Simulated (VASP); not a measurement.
# HfO2 (Fm-3m) in VASP: notebook, part 2 of 2

VASP 6.6.1.

## 3. Vibrations by perturbation theory, PBEsol

This run uses another cell than the first one, of 10.69 Å³/atom, 0.991 times its volume.

File INCAR:

```
SYSTEM = HfO2
PREC = Accurate
ENCUT = 520
EDIFF = 1E-8
ISMEAR = 0
SIGMA = 0.01
LREAL = .FALSE.
LASPH = .TRUE.
NELM = 80
ALGO = Normal
ISIF = 2
LWAVE = .FALSE.
LCHARG = .FALSE.
GGA = PS
NBANDS = 18
IBRION = 8
NSW = 1
LEPSILON = .TRUE.
```

File KPOINTS:

```
regular mesh
0
G
  8 8 8
  0 0 0
```

File POSCAR:

```
HfO2
1.0
    0.0000000000      2.5219132553      2.5219132553
    2.5219132553      0.0000000000      2.5219132553
    2.5219132553      2.5219132553      0.0000000000
Hf O
1 2
Direct
    0.0000000000      0.0000000000      0.0000000000
    0.2500000000      0.2500000000      0.2500000000
    0.7500000000      0.7500000000      0.7500000000
```

Potentials or basis: VASP PAW PBE potentials, release 64 (Hf_pv, O).

The run is started by

```sh
$ cat potpaw_PBE.64/Hf_pv/POTCAR potpaw_PBE.64/O/POTCAR > POTCAR
$ mpirun -np 1 vasp_std > vasp.out
```

OUTCAR:

```text
SYSTEM = HfO2
   PREC = Accurate
   ENCUT = 520
   EDIFF = 1E-8
   ISMEAR = 0
   LREAL = .FALSE.
   LASPH = .TRUE.
   NELM = 80
   ISIF = 2
   GGA = PS
   IBRION = 8
   NSW = 1
   LEPSILON = .TRUE.

 ion  position               nearest neighbor table
   1  0.000  0.000  0.000-   3 2.18   3 2.18   3 2.18   2 2.18   3 2.18   2 2.18   2 2.18   2 2.18

   2  0.250  0.250  0.250-   1 2.18   1 2.18   1 2.18   1 2.18
   3  0.750  0.750  0.750-   1 2.18   1 2.18   1 2.18   1 2.18

  LATTYP: Found a face centered cubic cell.
 ALAT       =     5.0438265106

  Lattice vectors:

 A1 = (   0.0000000000,   2.5219132553,   2.5219132553)
 A2 = (   2.5219132553,   0.0000000000,   2.5219132553)
 A3 = (   2.5219132553,   2.5219132553,   0.0000000000)

Analysis of symmetry for initial positions (statically):
=====================================================================
 Subroutine PRICEL returns:
 Original cell was already a primitive cell.

 Routine SETGRP: Setting up the symmetry group for a
 face centered cubic supercell.

 Subroutine GETGRP returns: Found 48 space group operations
 (whereof 48 operations were pure point group operations)
 out of a pool of 48 trial point group operations.

The static configuration has the point symmetry O_h .

Analysis of symmetry for dynamics (positions and initial velocities):
=====================================================================
 Subroutine PRICEL returns:
 Original cell was already a primitive cell.

 Routine SETGRP: Setting up the symmetry group for a
 face centered cubic supercell.

 Subroutine GETGRP returns: Found 48 space group operations
 (whereof 48 operations were pure point group operations)
 out of a pool of 48 trial point group operations.

The dynamic configuration has the point symmetry O_h .

 Subroutine INISYM returns: Found 48 space group operations
 (whereof 48 operations are pure point group operations),
 and found     1 'primitive' translations

----------------------------------------------------------------------------------------

                                     Primitive cell

  volume of cell :      32.0790

  direct lattice vectors                    reciprocal lattice vectors
     0.000000000  2.521913255  2.521913255    -0.198262172  0.198262172  0.198262172
     2.521913255  0.000000000  2.521913255     0.198262172 -0.198262172  0.198262172
     2.521913255  2.521913255  0.000000000     0.198262172  0.198262172 -0.198262172

  length of vectors
     3.566523929  3.566523929  3.566523929     0.343400155  0.343400155  0.343400155

[... 713 lines left out ...]
  ---------------------------------------------------
  ---------------------------------------------------
  free energy    TOTEN  =        -0.36574660 eV

  energy without entropy =       -0.36574660

------------------------ aborting loop because EDIFF is reached ----------------------------------------

 INTERNAL STRAIN TENSOR  FOR ION    2  DIRECTION 1   (eV/Angst):
 -----------------------------------------------------------------------------
    -0.00117  0.00000  0.00000
     0.00000  0.00069 -7.28606
     0.00000 -7.28606  0.00069

 MACROSCOPIC STATIC DIELECTRIC TENSOR (including local field effects in DFT)
 ------------------------------------------------------
           5.323278     0.000000     0.000000
          -0.000000     5.323278     0.000000
          -0.000000     0.000000     5.323278
 ------------------------------------------------------

 PIEZOELECTRIC TENSOR (including local field effects)  for field in x, y, z        (e  Angst)
          XX          YY          ZZ          XY          YZ          ZX
  --------------------------------------------------------------------------------
  x     0.00000     0.00000     0.00000     0.00000     0.00000     0.00000
  y     0.00000     0.00000     0.00000     0.00000     0.00000     0.00000
  z     0.00000     0.00000     0.00000     0.00000     0.00000     0.00000

 PIEZOELECTRIC TENSOR (including local field effects)  for field in x, y, z        (C/m^2)
          XX          YY          ZZ          XY          YZ          ZX
  --------------------------------------------------------------------------------
  x     0.00000     0.00000     0.00000     0.00000     0.00000     0.00000
  y     0.00000     0.00000     0.00000     0.00000     0.00000     0.00000
  z     0.00000     0.00000     0.00000     0.00000     0.00000     0.00000

 BORN EFFECTIVE CHARGES (including local field effects) (in |e|, cummulative output)
 ---------------------------------------------------------------------------------
 ion    1
    1     5.52348     0.00000     0.00000
    2     0.00000     5.52348     0.00000
    3     0.00000     0.00000     5.52348
 ion    2
    1    -2.76174     0.00000     0.00000
    2     0.00000    -2.76174     0.00000
    3     0.00000     0.00000    -2.76174
 ion    3
    1    -2.76174     0.00000     0.00000
    2     0.00000    -2.76174     0.00000
    3     0.00000     0.00000    -2.76174

 INTERNAL STRAIN TENSOR FOR ION    3 for displacements in x,y,z  (eV/Angst):
          X           Y           Z          XY          YZ          ZX
  --------------------------------------------------------------------------------
  x    -0.00000     0.00000     0.00000     0.00000     7.28606     0.00000
  y     0.00000    -0.00000     0.00000     0.00000     0.00000     7.28606
  z     0.00000     0.00000    -0.00000     7.28606     0.00000     0.00000

 SECOND DERIVATIVES (NOT SYMMETRIZED)
 ------------------------------------
               1X          1Y          1Z          2X          2Y          2Z          3X          3Y          3Z
  1X    -5.400504    0.000000    0.000000    2.700252    0.000000    0.000000    2.700252    0.000000    0.000000
  1Y     0.000000   -5.400504    0.000000    0.000000    2.700252    0.000000    0.000000    2.700252    0.000000
  1Z     0.000000    0.000000   -5.400504    0.000000    0.000000    2.700252    0.000000    0.000000    2.700252
  2X     2.687511    0.000000    0.000000  -11.129716    0.000000    0.000000    8.442206    0.000000    0.000000
  2Y     0.000000    2.687511    0.000000    0.000000  -11.129716    0.000000    0.000000    8.442206    0.000000
  2Z     0.000000    0.000000    2.687511    0.000000    0.000000  -11.129716    0.000000    0.000000    8.442206
  3X     2.687511    0.000000    0.000000    8.442206    0.000000    0.000000  -11.129716    0.000000    0.000000
  3Y     0.000000    2.687511    0.000000    0.000000    8.442206    0.000000    0.000000  -11.129716    0.000000
  3Z     0.000000    0.000000    2.687511    0.000000    0.000000    8.442206    0.000000    0.000000  -11.129716

 Eigenvectors and eigenvalues of the dynamical matrix
 ----------------------------------------------------

   1 f  =   17.290497 THz   108.639396 2PiTHz  576.748897 cm-1    71.507717 meV
             X         Y         Z           dx          dy          dz
      0.000000  0.000000  0.000000    -0.000000    0.000000    0.000000
      1.260957  1.260957  1.260957    -0.000000    0.000000   -0.707107
      3.782870  3.782870  3.782870     0.000000   -0.000000    0.707107
[... 43 lines left out ...]
   9 f/i=    0.005920 THz     0.037194 2PiTHz    0.197460 cm-1     0.024482 meV
             X         Y         Z           dx          dy          dz
      0.000000  0.000000  0.000000     0.041985    0.032670   -0.918985
      1.260957  1.260957  1.260957     0.012600    0.009805   -0.275797
      3.782870  3.782870  3.782870     0.012600    0.009805   -0.275797

--------------------------------------------------------------------------------------------------------

 MACROSCOPIC STATIC DIELECTRIC TENSOR IONIC CONTRIBUTION
 ------------------------------------------------------
          31.916754    -0.000000     0.000000
          -0.000000    31.916754     0.000000
           0.000000     0.000000    31.916754
 ------------------------------------------------------

 ELASTIC MODULI CONTR FROM IONIC RELAXATION (kBar)
 Direction    XX          YY          ZZ          XY          YZ          ZX
 --------------------------------------------------------------------------------
 XX          -0.0000      0.0000      0.0000     -0.0000      0.0000     -0.0000
 YY           0.0000     -0.0000      0.0000     -0.0000     -0.0000      0.0000
 ZZ           0.0000      0.0000     -0.0000      0.0000     -0.0000     -0.0000
 XY          -0.0000     -0.0000      0.0000   -270.9392      0.0000      0.0000
 YZ           0.0000     -0.0000     -0.0000      0.0000   -270.9392      0.0000
 ZX          -0.0000      0.0000     -0.0000      0.0000      0.0000   -270.9392
 --------------------------------------------------------------------------------

 PIEZOELECTRIC TENSOR IONIC CONTR  for field in x, y, z        (C/m^2)
          XX          YY          ZZ          XY          YZ          ZX
  --------------------------------------------------------------------------------
  x     0.00000    -0.00000     0.00000    -0.00000     0.00000     0.00000
  y    -0.00000     0.00000    -0.00000     0.00000     0.00000    -0.00000
  z    -0.00000    -0.00000     0.00000    -0.00000     0.00000     0.00000
```

OSZICAR:

```text
N       E                     dE             d eps       ncg     rms          rms(c)
DAV:   1     0.890511143726E+02    0.89051E+02   -0.12770E+04  1044   0.121E+03
DAV:   2    -0.329740734000E+02   -0.12203E+03   -0.11579E+03  1324   0.287E+02
DAV:   3    -0.368440853653E+02   -0.38700E+01   -0.38576E+01  1230   0.452E+01
[... 171 lines left out ...]
RMM:   9    -0.365747062148E+00   -0.77813E-06   -0.27179E-09  6300   0.206E-04    0.154E-04
RMM:  10    -0.365746689986E+00    0.37216E-06   -0.17106E-09  6495   0.624E-05    0.133E-05
RMM:  11    -0.365746584896E+00    0.10509E-06   -0.60799E-09  6660   0.299E-05    0.198E-05
RMM:  12    -0.365746601342E+00   -0.16446E-07   -0.48419E-09  6464   0.234E-05    0.202E-06
RMM:  13    -0.365746603939E+00   -0.25962E-08   -0.53677E-09  6325   0.205E-05    0.154E-06
 Linear response finished
```

Run time: 3.6 min. Hardware: 1 thread of Intel Xeon 6975P-C (Granite Rapids), shared host; peak memory 0.32 GiB.

Results:

| Quantity | Value |
| --- | --- |
| Electronic dielectric tensor (diagonal) | 5.32 |
| Born charges (mean of the diagonal) | Hf +5.52; O -2.76 e |
| Highest phonon frequency at Γ, LO-TO splitting left out | 577 cm⁻¹ |

Phonon frequencies in cm⁻¹ (negative: imaginary):
```tsv
q point	frequencies
(0.000, 0.000, 0.000)	0 0 0 232 232 232 577 577 577
```

Electronic dielectric tensor:
```
5.32 0.00 0.00
0.00 5.32 0.00
0.00 0.00 5.32
```

Born effective charge tensors (e):
atom 1, Hf
```
5.52 0.00 0.00
0.00 5.52 0.00
0.00 0.00 5.52
```
atom 2, O
```
-2.76  0.00  0.00
 0.00 -2.76  0.00
 0.00  0.00 -2.76
```
atom 3, O
```
-2.76  0.00  0.00
 0.00 -2.76  0.00
 0.00  0.00 -2.76
```

Caveat: the cell wasn't relaxed at this level first, which shifts response properties; the PAW data sets were made with another functional, which shifts forces and pressure a little; spin-orbit coupling is left out, which moves the levels of the heavy elements.

## 4. Dielectric tensor, r2SCAN

File INCAR:

```
SYSTEM = HfO2
ALGO = Normal
EDIFF = 1E-8
ENCUT = 520
ISIF = 2
ISMEAR = 0
LASPH = .TRUE.
LCALCEPS = .TRUE.
LCHARG = .FALSE.
LMIXTAU = .TRUE.
LREAL = .FALSE.
LWAVE = .FALSE.
METAGGA = R2SCAN
NELM = 100
PREC = Accurate
SIGMA = 0.01
```

File KPOINTS:

```
k-points
0
G
  8 8 8
  0 0 0
```

File POSCAR:

```
HfO2
1.0
    0.0000000000      2.5291822925      2.5291822925
    2.5291822925      0.0000000000      2.5291822925
    2.5291822925      2.5291822925      0.0000000000
Hf O
1 2
Direct
    0.0000000000      0.0000000000      0.0000000000
    0.2500000000      0.2500000000      0.2500000000
    0.7500000000      0.7500000000      0.7500000000
```

Potentials or basis: VASP PAW PBE potentials, release 64 (Hf_pv, O).

The run is started by

```sh
$ cat potpaw_PBE.64/Hf_pv/POTCAR potpaw_PBE.64/O/POTCAR > POTCAR
$ mpirun -np 1 vasp_std > vasp.out
```

OUTCAR:

```text
SYSTEM = HfO2
   EDIFF = 1E-8
   ENCUT = 520
   ISIF = 2
   ISMEAR = 0
   LASPH = .TRUE.
   LREAL = .FALSE.
   METAGGA = R2SCAN
   NELM = 100
   PREC = Accurate

 ion  position               nearest neighbor table
   1  0.000  0.000  0.000-   3 2.19   3 2.19   3 2.19   2 2.19   3 2.19   2 2.19   2 2.19   2 2.19

   2  0.250  0.250  0.250-   1 2.19   1 2.19   1 2.19   1 2.19
   3  0.750  0.750  0.750-   1 2.19   1 2.19   1 2.19   1 2.19

  LATTYP: Found a face centered cubic cell.
 ALAT       =     5.0583645850

  Lattice vectors:

 A1 = (   0.0000000000,   2.5291822925,   2.5291822925)
 A2 = (   2.5291822925,   0.0000000000,   2.5291822925)
 A3 = (   2.5291822925,   2.5291822925,   0.0000000000)

Analysis of symmetry for initial positions (statically):
=====================================================================
 Subroutine PRICEL returns:
 Original cell was already a primitive cell.

 Routine SETGRP: Setting up the symmetry group for a
 face centered cubic supercell.

[... 635 lines left out ...]
  x     0.00000     0.00000     0.00000     0.00000     0.00000     0.00000
  y     0.00000     0.00000     0.00000     0.00000     0.00000     0.00000
  z     0.00000     0.00000     0.00000     0.00000     0.00000     0.00000

 BORN EFFECTIVE CHARGES (including local field effects) (in |e|, cummulative output)
 ---------------------------------------------------------------------------------
 ion    1
    1     5.47319     0.00000    -0.00000
    2     0.00000     5.47319    -0.00000
    3     0.00000     0.00000     5.47319
 ion    2
    1    -2.73660    -0.00000    -0.00000
    2     0.00000    -2.73660     0.00000
    3     0.00000     0.00000    -2.73660
 ion    3
    1    -2.73660    -0.00000     0.00000
    2     0.00000    -2.73660    -0.00000
    3     0.00000     0.00000    -2.73660

  FORCE on cell =-STRESS in cart. coord.  units (eV):
  Direction    XX          YY          ZZ          XY          YZ          ZX
  --------------------------------------------------------------------------------------
  -------------------------------------------------------------------------------------
  Total       -0.8019245     -0.8019245     -0.8019245      0.0000000      0.0000000     -0.0000000
  in kB      -39.7076054    -39.7076054    -39.7076054      0.0000000      0.0000000     -0.0000000
  external PRESSURE =     -39.7076054 kB  Pullay stress =       0.0000000 kB

 VOLUME and BASIS-vectors are now :
 -----------------------------------------------------------------------------
  energy-cutoff  :      520.00
  volume of cell :       32.36
      direct lattice vectors                 reciprocal lattice vectors
     0.000000000  2.529182292  2.529182292    -0.197692354  0.197692354  0.197692354
     2.529182292  0.000000000  2.529182292     0.197692354 -0.197692354  0.197692354
     2.529182292  2.529182292  0.000000000     0.197692354  0.197692354 -0.197692354

 POSITION                                       TOTAL-FORCE (eV/Angst)
 -----------------------------------------------------------------------------------
      0.00000      0.00000      0.00000         0.000000      0.000000      0.000000
      1.26459      1.26459      1.26459        -0.000000     -0.000000     -0.000000
      3.79377      3.79377      3.79377         0.000000      0.000000      0.000000
 -----------------------------------------------------------------------------------
    total drift:                                0.000000      0.000000      0.000000

  FREE ENERGIE OF THE ION-ELECTRON SYSTEM (eV)
  ---------------------------------------------------
  free  energy   TOTEN  =       -68.5474899053 eV

  energy  without entropy=      -68.5474899053  energy(sigma->0) =      -68.54748991
```

Wall time 34 min (1 thread of Intel Xeon 6975P-C (Granite Rapids), shared host); peak memory 0.43 GiB.

What came out:

```
Band gap on the k mesh                  : 4.31 eV, direct
Electronic dielectric tensor (diagonal) : 4.87
Born charges (mean of the diagonal)     : Hf +5.47; O -2.74 e
```

Levels at points of the mesh, in eV from the valence-band top:
```
           k point  band 9  band 10  band 11  band 12  band 13  band 14
(0.00, 0.00, 0.00)   -0.64    -0.64    -0.64     4.42     4.42     6.52
(0.50, 0.00, 0.00)   -2.82    -1.90    -1.90     5.12     5.12     7.56
(0.50, 0.50, 0.00)   -1.57    -1.57     0.00     4.31     6.05     7.24
```

Electronic dielectric tensor:
```
4.87 0.00 0.00
0.00 4.87 0.00
0.00 0.00 4.87
```

Born effective charge tensors (e):
atom 1, Hf
```
5.47 0.00 0.00
0.00 5.47 0.00
0.00 0.00 5.47
```
atom 2, O
```
-2.74  0.00  0.00
 0.00 -2.74  0.00
 0.00  0.00 -2.74
```
atom 3, O
```
-2.74  0.00  0.00
 0.00 -2.74  0.00
 0.00  0.00 -2.74
```

Dipole moments of the cell (e·Å, modulo the quantum): ionic 0.000, 0.000, 0.000; electronic 0.000, 0.000, 0.007

Caveat: the PAW data sets were made with another functional, which shifts forces and pressure a little; spin-orbit coupling is left out, which moves the levels of the heavy elements.

## 5. The runs side by side

| task | level | cell | gap on the mesh (eV) |
| --- | --- | --- | --- |
| dielectric tensor | PBE | a = 3.577 Å, angles 60.0°, 3 atoms | 3.82 |
| vibrations by perturbation theory | PBEsol | a = 3.567 Å, angles 60.0°, 3 atoms | - |
| dielectric tensor | r2SCAN | a = 3.577 Å, angles 60.0°, 3 atoms | 4.31 |

Alike in all rows: potentials or basis VASP PAW PBE potentials, release 64 (Hf_pv, O); no spin polarisation; k mesh 8 × 8 × 8; cutoff (eV) 520; smearing gaussian 0.01 eV.

Caveats: spin-orbit coupling is left out, which moves the levels of the heavy elements; the PAW data sets were made with another functional, which shifts forces and pressure a little (some runs); the cell wasn't relaxed at this level first, which shifts response properties (some runs).

Total energies depend on the potentials used, so only differences within one code and one set of settings carry meaning.
